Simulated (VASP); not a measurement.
Runs of VASP 6.6.1 on Ti. The structure is that of space group Fm-3m (No. 225), or close to it. The cells are those of the table. 

```tsv
task	cell	cutoff (eV)	gap on the mesh (eV)	pressure (GPa)
single point	a = 2.665 Å, angles 60.0°, 1 atom	520	none	29.6
relaxation of cell and atoms	relaxed to 30 GPa from a = 2.871 Å, angles 60.0°, 1 atom	600	none	30.0
single point	a = 2.710 Å, angles 60.0°, 1 atom	520	none	(a)
single point	a = 2.827 Å, angles 60.0°, 1 atom	520	none	-0.1
single point	a = 2.762 Å, angles 60.0°, 1 atom	520	none	9.7
relaxation of cell and atoms	relaxed to 20 GPa from a = 2.871 Å, angles 60.0°, 1 atom	600	none	20.0
relaxation of cell and atoms	relaxed to 10 GPa from a = 2.871 Å, angles 60.0°, 1 atom	600	none	9.9
relaxation of cell and atoms	relaxed from a = 2.871 Å, angles 60.0°, 1 atom	600	none	0.0
```

Alike in all rows: level LDA; potentials or basis VASP PAW LDA potentials, release 64 (Ti_sv); no spin polarisation; k mesh 11 × 11 × 11; smearing gaussian 0.05 eV.

Question: Estimate the missing entries.

Answer: (a) 19.7.

Caveats: the cell is relaxed towards a set pressure, so the enthalpy falls and the energy may rise (some runs).

A gap of «none» marks levels without a gap at the run's occupations.
